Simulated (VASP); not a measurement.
Set up this calculation in VASP 6.6.1, as the native input.

```
Task                   : single point
Functional             : r2SCAN
Potentials or basis    : VASP PAW PBE potentials, release 64 (Bi_d)
Cutoff                 : 520 eV
k mesh                 : 8 × 8 × 8
Occupations            : fermi-dirac, width 0.1 eV
Spin                   : no spin polarisation
Dipole correction      : no
Further INCAR settings : ALGO = Normal; EDIFF = 1e-07; NBANDS = 22
```

The system is Bi.

```
Bi
1.0
     0.00000    3.66005    3.66005
     3.66005    0.00000    3.66005
     3.66005    3.66005    0.00000
Bi
2
Direct
  0.00000 0.00000 0.00000
  0.25000 0.25000 0.25000
```

This isn't the form of Bi at room conditions, which is rhombohedral.

These files were run (other wordings do the same):

POSCAR

```
Bi
1.0
    0.0000000000      3.6600475412      3.6600475412
    3.6600475412      0.0000000000      3.6600475412
    3.6600475412      3.6600475412      0.0000000000
Bi
2
Direct
    0.0000000000      0.0000000000      0.0000000000
    0.2500000000      0.2500000000      0.2500000000
```

INCAR.step1

```
ALGO = Normal ; EDIFF = 1E-4
ENCUT = 520 ; GGA = PE
ISMEAR = -1 ; LASPH = True
LCHARG = False ; LREAL = False
LWAVE = True ; NBANDS = 22
NELM = 60 ; PREC = Accurate
SIGMA = 0.1
```

INCAR.step2

```
ALGO = Normal ; EDIFF = 1E-7
ENCUT = 520 ; ISIF = 2
ISMEAR = -1 ; ISTART = 1
LASPH = True ; LCHARG = True
LELF = True ; LMIXTAU = True
LREAL = False ; LVHAR = True
LWAVE = False ; METAGGA = R2SCAN
NBANDS = 22 ; NELM = 60
PREC = Accurate ; SIGMA = 0.1
```

KPOINTS

```
k-points
0
Gamma
  8 8 8
```

Potentials or basis: VASP PAW PBE potentials, release 64 (Bi_d).

Launch:

```console
$ cat potpaw_PBE.64/Bi_d/POTCAR > POTCAR
$ cp INCAR.step1 INCAR
$ mpirun -np 1 vasp_std > vasp.out
$ cp INCAR.step2 INCAR
$ mpirun -np 1 vasp_std > vasp.out
```

Results of the run:

```
Pressure               : -1.0 GPa
Band gap on the k mesh : zero (bands 15 and 16 overlap by 0.97 eV)
```

Caveat: the PAW data sets were made with another functional, which shifts forces and pressure a little; spin-orbit coupling is left out, which moves the levels of the heavy elements.

Run time: 3.4 min on 1 thread of Intel(R) Xeon(R) Platinum 8259CL CPU @ 2.50GHz (Skylake/Cascade Lake), with other jobs on the host, peak memory 0.27 GiB.
